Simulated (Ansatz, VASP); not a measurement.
# Two plane-wave programs on TePb

File POSCAR:

```
TePb
1.0
    3.8250931106      0.0000000000      0.0000000000
    0.0000000000      3.8250931106      0.0000000000
    0.0000000000      0.0000000000      3.8250931106
Te Pb
1 1
Direct
    0.5000000000      0.5000000000      0.5000000000
    0.0000000000      0.0000000000      0.0000000000
```

The input INCAR.step1:

```
ALGO = Normal ; EDIFF = 1E-4
ENCUT = 520 ; GGA = PE
ISMEAR = 0 ; LASPH = T
LCHARG = F ; LREAL = F
LWAVE = T ; NBANDS = 17
NELM = 80 ; PREC = Accurate
SIGMA = 0.05
```

INCAR.step2

```
ALGO = Normal ; EDIFF = 1E-6
ENCUT = 520 ; ISIF = 2
ISMEAR = 0 ; ISTART = 1
LASPH = T ; LCHARG = F
LMIXTAU = T ; LREAL = F
LWAVE = F ; METAGGA = R2SCAN
NBANDS = 17 ; NELM = 80
PREC = Accurate ; SIGMA = 0.05
```

Contents of KPOINTS:

```
k-points
0
Gamma
  10 10 10
```

Input for Ansatz:

```yaml
crystal:
  lattice:
    - [3.8250931106, 0.0, 0.0]
    - [0.0, 3.8250931106, 0.0]
    - [0.0, 0.0, 3.8250931106]
  atoms:
    - { symbol: Te, position: [0.5, 0.5, 0.5] }
    - { symbol: Pb, position: [0.0, 0.0, 0.0] }
basis:
  ecutwfc: 500
  ecutrho_ratio: 4
kpoints:
  mp_grid: { grid: [10, 10, 10] }
hamiltonian:
  xc: r2scan
scf:
  occupations: { method: gaussian, width: 0.05 }
output:
  forces: true
  stress: true
  eigenvalues: true
```

Alike in both runs: task single point; functional r2SCAN; k mesh 10 × 10 × 10; occupations gaussian, width 0.05 eV; no spin polarisation.

|  | VASP | Ansatz |
| --- | --- | --- |
| version | VASP 6.6.1 | Ansatz 0.2.0 |
| potentials or method | VASP PAW PBE potentials, release 64 (Te, Pb_d), cutoff 520 eV | scalar-relativistic, plane waves, PAW |
| valence electrons in the cell | 20 | 30 |

```csv
,VASP,Ansatz,Ansatz less VASP
gap on the k mesh at the Fermi level (eV),none,none,-
pressure (GPa),7.0,7.0,-0.02
```

VASP's potentials were made for PBE, not for r2SCAN. A gap of «none» marks a metal or a gap that the smearing closes. VASP's potentials hold 20 valence electrons a cell and Ansatz's 30, so a difference there can come from the potentials and not from the codes.

Neither program's run includes spin-orbit coupling.
